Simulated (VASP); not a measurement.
# Fe2O (antifluorite type) (Fm-3m) in VASP: notebook

Runs on Fe2O (antifluorite type). Level: PBE. Tasks: single point.

Everything below comes from runs of VASP 6.6.1. Logs are shortened: lines on timing, memory, paths and dates and some standing lists are left out, and cuts for length are marked.

### 1 The cell of the first run

It takes space group Fm-3m (No. 225, cubic). The conventional cell has a = 4.799 Å, b = 4.799 Å, c = 4.799 Å, α = 90.00°, β = 90.00°, γ = 90.00°. Fe (site symmetry -43m) has 4 O at 2.08 Å and 6 Fe at 2.40 Å within 2.8 Å. Within 2.8 Å of O (site symmetry m-3m) lie 8 Fe at 2.08 Å.

### 2 Single point, PBE

INCAR reads:

```
ALGO = Normal
EDIFF = 1E-7
ENCUT = 520
GGA = PE
ISIF = 2
ISMEAR = -1
LASPH = True
LCHARG = False
LREAL = False
LWAVE = False
NBANDS = 18
NELM = 60
PREC = Accurate
SIGMA = 0.06122561905347299
```

KPOINTS reads:

```
k-points
0
Gamma
  13 13 13
```

POSCAR reads:

```
Fe2O
1.0
    0.0000000000      2.3994874044      2.3994874044
    2.3994874044      0.0000000000      2.3994874044
    2.3994874044      2.3994874044      0.0000000000
Fe O
2 1
Direct
    0.2500000000      0.2500000000      0.2500000000
    0.7500000000      0.7500000000      0.7500000000
    0.0000000000      0.0000000000      0.0000000000
```

Potentials or basis: VASP PAW PBE potentials, release 64 (Fe, O).

On the command line:

```
$ cat potpaw_PBE.64/Fe/POTCAR potpaw_PBE.64/O/POTCAR > POTCAR
$ mpirun -np 1 vasp_std > vasp.out
```

OUTCAR:

```text
EDIFF = 1E-7
   ENCUT = 520
   GGA = PE
   ISIF = 2
   ISMEAR = -1
   LASPH = True
   LREAL = False
   NELM = 60
   PREC = Accurate

 ion  position               nearest neighbor table
   1  0.250  0.250  0.250-   3 2.08   3 2.08   3 2.08   3 2.08   2 2.40   2 2.40   2 2.40   2 2.40
                             2 2.40   2 2.40
   2  0.750  0.750  0.750-   3 2.08   3 2.08   3 2.08   3 2.08   1 2.40   1 2.40   1 2.40   1 2.40
                             1 2.40   1 2.40
   3  0.000  0.000  0.000-   2 2.08   2 2.08   2 2.08   1 2.08   2 2.08   1 2.08   1 2.08   1 2.08

  LATTYP: Found a face centered cubic cell.
 ALAT       =     4.7989748088

  Lattice vectors:

 A1 = (   0.0000000000,   2.3994874044,   2.3994874044)
 A2 = (   2.3994874044,   0.0000000000,   2.3994874044)
 A3 = (   2.3994874044,   2.3994874044,   0.0000000000)

Analysis of symmetry for initial positions (statically):
=====================================================================
 Subroutine PRICEL returns:
 Original cell was already a primitive cell.

 Routine SETGRP: Setting up the symmetry group for a
 face centered cubic supercell.

 Subroutine GETGRP returns: Found 48 space group operations
 (whereof 48 operations were pure point group operations)
 out of a pool of 48 trial point group operations.

The static configuration has the point symmetry O_h .

Analysis of symmetry for dynamics (positions and initial velocities):
=====================================================================
 Subroutine PRICEL returns:
 Original cell was already a primitive cell.

 Routine SETGRP: Setting up the symmetry group for a
 face centered cubic supercell.

 Subroutine GETGRP returns: Found 48 space group operations
 (whereof 48 operations were pure point group operations)
 out of a pool of 48 trial point group operations.

The dynamic configuration has the point symmetry O_h .

 Subroutine INISYM returns: Found 48 space group operations
 (whereof 48 operations are pure point group operations),
 and found     1 'primitive' translations

----------------------------------------------------------------------------------------

                                     Primitive cell

  volume of cell :      27.6303

  direct lattice vectors                    reciprocal lattice vectors
[... 79 lines left out ...]
 SYSTEM =  unknown system
   PREC   = accura    normal or accurate (medium, high low for compatibility)
   ISTART =      0    job   : 0-new  1-cont  2-samecut
   ICHARG =      2    charge: 1-file 2-atom 10-const
   ISPIN  =      1    spin polarized calculation?
   LNONCOLLINEAR =      F non collinear calculations
   LSORBIT =      F    spin-orbit coupling
   LASPH  =      T    aspherical Exc in radial PAW
   ENCUT  =  520.0 eV  38.22 Ry    6.18 a.u.   6.31  6.31  6.31*2*pi/ulx,y,z
   NELM   =     60;   NELMIN=  2; NELMDL= -5     # of ELM steps
   EDIFF  = 0.1E-06   stopping-criterion for ELM
   LREAL  =      F    real-space projection
   EDIFFG = 0.1E-05   stopping-criterion for IOM
   NSW    =      0    number of steps for IOM
   IBRION =     -1    ionic relax: 0-MD 1-quasi-New 2-CG
   NFREE  =      0    steps in history (QN), initial steepest desc. (CG)
   ISIF   =      2    stress and relaxation
   ISYM   =      2    0-nonsym 1-usesym 2-fastsym
   POTIM  = 0.5000    time-step for ionic-motion
   TEBEG  =    0.0;   TEEND  =   0.0 temperature during run
   PSTRESS=    0.0 pullay stress
   NELECT =      22.0000    total number of electrons
   NUPDOWN=      -1.0000    fix difference up-down
   EMIN   =  10.00;   EMAX   =-10.00  energy-range for DOS
   EFERMI =   0.00;   METHOD = LEGACY
   ISMEAR =    -1;   SIGMA  =   0.06  broadening in eV -4-tet -1-fermi 0-gaus
   EFERMI_NEDOS =   21; number of points for ismear=-14 and -15
   IALGO  =     38    algorithm
   IMIX   =      4    mixing-type and parameters
     AMIX     =   0.40;   BMIX     =  1.00
     AMIX_MAG =   1.60;   BMIX_MAG =  1.00
  volume/ion in A,a.u.               =       9.21        62.15
  Fermi-wavevector in a.u.,A,eV,Ry     =   1.517355  2.867386 31.325601  2.302367
  Thomas-Fermi vector in A             =   2.626622
   LORBIT       =      0    0 simple, 1 ext, 2 COOP (PROOUT), +10 PAW based schemes
   GGA     = PE    functional components
   LHFCALC =     F    Hartree Fock is set to
   AEXX    =    0.0000 exact exchange contribution
   IVDW    =     0    specifies the selected vdW correction
   LEPSILON=     F    determine dielectric tensor
   LRPA    =     F    only Hartree local field effects (RPA)
 non-spin polarized calculation
  energy-cutoff  :      520.00
  volume of cell :       27.63
 maximum number of plane-waves:       757
 NGX is ok and might be reduce to    28
   NGX = 13   NGY = 13   NGZ = 13

 number of electron      22.0000001 magnetization

 Free energy of the ion-electron system (eV)
  ---------------------------------------------------
  ext. energy  EPLUGINS =         0.00000000
  ---------------------------------------------------
  free energy    TOTEN  =       -19.73108332 eV

  energy without entropy =      -19.65920557  energy(sigma->0) =      -19.69514444

 E-fermi :   7.4724     XC(G=0): -13.2834

 val. band max:        7.4498163019   @ k =   0.4615   0.3077   0.1538
 cond. band min:       7.4782334494   @ k =   0.4615   0.2308   0.0000
 fundamental gap:      0.0284171475
 Fermi energy:         7.4723626113

 k-point     1 :       0.0000    0.0000    0.0000
  band No.  band energies     occupation
      1     -14.5550      2.00000
      2      -0.7332      2.00000
      3      -0.7332      2.00000
      4      -0.7332      2.00000
      5       3.8224      2.00000
      6       3.8224      2.00000
[... 481 lines left out ...]
      5       4.5724      2.00000
      6       4.9229      2.00000
[... 10 lines left out ...]
     17      17.6399      0.00000
     18      17.8560      0.00000

 [... further k-points ...]
[... 5 lines left out ...]
  --------------------------------------------------------------------------------------
  -------------------------------------------------------------------------------------
  Total        2.6002525      2.6002525      2.6002525     -0.0000000     -0.0000000     -0.0000000
  in kB      150.7789408    150.7789408    150.7789408     -0.0000000     -0.0000000     -0.0000000
  external PRESSURE =     150.7789408 kB  Pullay stress =       0.0000000 kB

 VOLUME and BASIS-vectors are now :
 -----------------------------------------------------------------------------
  energy-cutoff  :      520.00
  volume of cell :       27.63
      direct lattice vectors                 reciprocal lattice vectors
     0.000000000  2.399487404  2.399487404    -0.208377839  0.208377839  0.208377839
     2.399487404  0.000000000  2.399487404     0.208377839 -0.208377839  0.208377839
     2.399487404  2.399487404  0.000000000     0.208377839  0.208377839 -0.208377839

 POSITION                                       TOTAL-FORCE (eV/Angst)
 -----------------------------------------------------------------------------------
      1.19974      1.19974      1.19974         0.000000      0.000000      0.000000
      3.59923      3.59923      3.59923        -0.000000     -0.000000     -0.000000
      0.00000      0.00000      0.00000        -0.000000      0.000000     -0.000000
 -----------------------------------------------------------------------------------
    total drift:                                0.000000      0.000000      0.000000

  FREE ENERGIE OF THE ION-ELECTRON SYSTEM (eV)
  ---------------------------------------------------
  free  energy   TOTEN  =       -19.7310833156 eV

  energy  without entropy=      -19.6592055727  energy(sigma->0) =      -19.69514444
```

OSZICAR:

```text
N       E                     dE             d eps       ncg     rms          rms(c)
DAV:   1     0.144764588560E+03    0.14476E+03   -0.10204E+04  3040   0.157E+03
DAV:   2    -0.108196586684E+02   -0.15558E+03   -0.14594E+03  3050   0.303E+02
DAV:   3    -0.218835767024E+02   -0.11064E+02   -0.10425E+02  3388   0.923E+01
DAV:   4    -0.221877554021E+02   -0.30418E+00   -0.30147E+00  3272   0.155E+01
DAV:   5    -0.221912499672E+02   -0.34946E-02   -0.34932E-02  3216   0.161E+00    0.168E+01
DAV:   6    -0.221296592718E+02    0.61591E-01   -0.24371E+01  4182   0.796E+01    0.150E+01
DAV:   7    -0.197377677245E+02    0.23919E+01   -0.73393E+00  3992   0.460E+01    0.504E+00
DAV:   8    -0.197339005095E+02    0.38672E-02   -0.50213E-01  3156   0.588E+00    0.131E+00
DAV:   9    -0.197310292377E+02    0.28713E-02   -0.15400E-02  3348   0.136E+00    0.422E-01
DAV:  10    -0.197310778095E+02   -0.48572E-04   -0.76546E-04  3192   0.282E-01    0.120E-01
DAV:  11    -0.197311164033E+02   -0.38594E-04   -0.11498E-04  4470   0.122E-01    0.684E-02
DAV:  12    -0.197310839870E+02    0.32416E-04   -0.42126E-05  4022   0.582E-02    0.953E-03
DAV:  13    -0.197310837726E+02    0.21442E-06   -0.34869E-06  3072   0.158E-02    0.538E-03
DAV:  14    -0.197310834693E+02    0.30331E-06   -0.19338E-07  2348   0.609E-03    0.339E-03
DAV:  15    -0.197310832930E+02    0.17632E-06   -0.19258E-07  2356   0.344E-03    0.146E-03
DAV:  16    -0.197310833156E+02   -0.22601E-07   -0.17835E-08  1512   0.125E-03
   1 F= -.19731083E+02 E0= -.19695144E+02  d E =-.718777E-01
```

Wall time 42 s (1 thread of Intel Xeon 6975P-C, shared host); peak memory 0.18 GiB.

Results:

```yaml
Free_energy: -19.7311 eV
Pressure: 15.1 GPa
Band_gap_on_the_k_mesh: zero (band 11 reaches 8.25 eV, above the bottom of band 12 at 7.12 eV)
```

Levels at points of the mesh, in eV from the Fermi level:
| k point | band 9 | band 10 | band 11 | band 12 | band 13 | band 14 |
| --- | --- | --- | --- | --- | --- | --- |
| (0.00, 0.00, 0.00) | 0.43 | 0.43 | 0.44 | 0.44 | 0.44 | 1.48 |

Caveat: the run has no spin polarisation, though such a crystal can be magnetic. With open d or f shells a metallic result of PBE can be an artefact of self-interaction; +U or a hybrid may open a gap.

### 3 Single point, PBE

This run uses another cell than the first one, of 9.41 Å³/atom, 1.021 times its volume.

INCAR reads:

```
ALGO     = Normal         # electronic algorithm
EDIFF    = 1E-6           # SCF threshold, eV
ENCUT    = 520            # plane-wave cutoff, eV
GGA      = PE             # functional
ISIF     = 2              # what is computed and relaxed
ISMEAR   = -1             # smearing method
LASPH    = True           # aspherical terms in the spheres
LCHARG   = False          # write CHGCAR
LREAL    = False          # projectors in reciprocal space
LWAVE    = False          # write WAVECAR
NBANDS   = 18             # bands
NELM     = 80             # most SCF steps
PREC     = Accurate       # precision mode
SIGMA    = 0.06122561905347299 # smearing width, eV
```

KPOINTS is that of step 2.

POSCAR reads:

```
Fe2O
1.0
    0.0000000000      2.4163857598      2.4163857598
    2.4163857598      0.0000000000      2.4163857598
    2.4163857598      2.4163857598      0.0000000000
Fe O
2 1
Direct
    0.2500000000      0.2500000000      0.2500000000
    0.7500000000      0.7500000000      0.7500000000
    0.0000000000      0.0000000000      0.0000000000
```

Potentials or basis: VASP PAW PBE potentials, release 64 (Fe, O).

On the command line:

```
$ cat potpaw_PBE.64/Fe/POTCAR potpaw_PBE.64/O/POTCAR > POTCAR
$ mpirun -np 1 vasp_std > vasp.out
```

It took 41 s on 1 thread of Intel Xeon 6975P-C, shared host; peak memory 0.18 GiB.

It converged, with:

* Free energy: -19.7768 eV
* Pressure: 9.6 GPa
* Band gap on the k mesh: zero (band 11 reaches 7.96 eV, above the bottom of band 12 at 6.87 eV)

Levels at points of the mesh, in eV from the Fermi level:
```csv
k point,band 9,band 10,band 11,band 12,band 13,band 14
"(0.00, 0.00, 0.00)",0.43,0.43,0.43,0.43,0.43,1.43
```

Caveat: the run has no spin polarisation, though such a crystal can be magnetic. With open d or f shells a metallic result of PBE can be an artefact of self-interaction; +U or a hybrid may open a gap.

### 4 Single point, PBE

This run uses another cell than the first one, of 9.60 Å³/atom, 1.043 times its volume.

INCAR reads:

```
ALGO = Normal ; EDIFF = 1E-6
ENCUT = 520 ; GGA = PE
ISIF = 2 ; ISMEAR = -1
LASPH = T ; LCHARG = T
LELF = T ; LREAL = F
LVHAR = T ; LWAVE = F
NBANDS = 18 ; NELM = 80
PREC = Accurate ; SIGMA = 0.06122561905347299
```

KPOINTS is that of step 3.

POSCAR reads:

```
Fe2O
1.0
    0.0000000000      2.4330510158      2.4330510158
    2.4330510158      0.0000000000      2.4330510158
    2.4330510158      2.4330510158      0.0000000000
Fe O
2 1
Direct
    0.2500000000      0.2500000000      0.2500000000
    0.7500000000      0.7500000000      0.7500000000
    0.0000000000      0.0000000000      0.0000000000
```

On the command line:

```
$ cat potpaw_PBE.64/Fe/POTCAR potpaw_PBE.64/O/POTCAR > POTCAR
$ mpirun -np 1 vasp_std > vasp.out
```

It took 46 s on 1 thread of Intel Xeon 6975P-C, shared host; peak memory 0.18 GiB.

Results (log left out):

| Quantity | Value |
| --- | --- |
| Free energy | -19.8036 eV |
| Pressure | 4.8 GPa |
| Band gap on the k mesh | zero (band 11 reaches 7.69 eV, above the bottom of band 12 at 6.63 eV) |

Levels at points of the mesh, in eV from the Fermi level:
```csv
k point,band 9,band 10,band 11,band 12,band 13,band 14
"(0.00, 0.00, 0.00)",0.42,0.42,0.42,0.42,0.42,1.39
```

Caveat: the run has no spin polarisation, though such a crystal can be magnetic. Spin polarisation is off, so any magnetic state and its effect on volume and gap are missing.

### 5 Single point, PBE

This run uses another cell than the first one, of 9.80 Å³/atom, 1.064 times its volume.

INCAR reads:

```
SYSTEM = Fe2O
ALGO = Normal
EDIFF = 1E-6
ENCUT = 520
GGA = PE
ISIF = 2
ISMEAR = -1
LASPH = .TRUE.
LCHARG = .FALSE.
LREAL = .FALSE.
LWAVE = .FALSE.
NBANDS = 18
NELM = 100
PREC = Accurate
SIGMA = 0.06122561905347299
```

KPOINTS reads:

```
k-points
0
G
  13 13 13
  0 0 0
```

POSCAR reads:

```
Fe2O
1.0
    0.0000000000      2.4494910484      2.4494910484
    2.4494910484      0.0000000000      2.4494910484
    2.4494910484      2.4494910484      0.0000000000
Fe O
2 1
Direct
    0.2500000000      0.2500000000      0.2500000000
    0.7500000000      0.7500000000      0.7500000000
    0.0000000000      0.0000000000      0.0000000000
```

On the command line:

```
$ cat potpaw_PBE.64/Fe/POTCAR potpaw_PBE.64/O/POTCAR > POTCAR
$ mpirun -np 1 vasp_std > vasp.out
```

Run time: 42 s. Hardware: 1 thread of Intel Xeon 6975P-C, shared host; peak memory 0.19 GiB.

It converged, with:

```
Free energy            : -19.8136 eV
Pressure               : 0.4 GPa
Band gap on the k mesh : zero (band 11 reaches 7.43 eV, above the bottom of band 12 at 6.39 eV)
```

Levels at points of the mesh, in eV from the Fermi level:
```
           k point  band 9  band 10  band 11  band 12  band 13  band 14
(0.00, 0.00, 0.00)    0.41     0.41     0.41     0.41     0.41     1.35
```

Caveat: the run has no spin polarisation, though such a crystal can be magnetic. With open d or f shells a metallic result of PBE can be an artefact of self-interaction; +U or a hybrid may open a gap.

### 6 The runs side by side

```csv
cell,gap on the mesh (eV),pressure (GPa)
"a = 3.393 Å, angles 60.0°, 3 atoms",none,15.1
"a = 3.417 Å, angles 60.0°, 3 atoms",none,9.6
"a = 3.441 Å, angles 60.0°, 3 atoms",none,4.8
"a = 3.464 Å, angles 60.0°, 3 atoms",none,0.4
```

Alike in all rows: task single point; level PBE; potentials or basis VASP PAW PBE potentials, release 64 (Fe, O); no spin polarisation; k mesh 13 × 13 × 13; cutoff (eV) 520; smearing fermi-dirac 0.0612256 eV.

Caveats: the run has no spin polarisation, though such a crystal can be magnetic.

Total energies depend on the potentials used, so only differences within one code and one set of settings carry meaning.
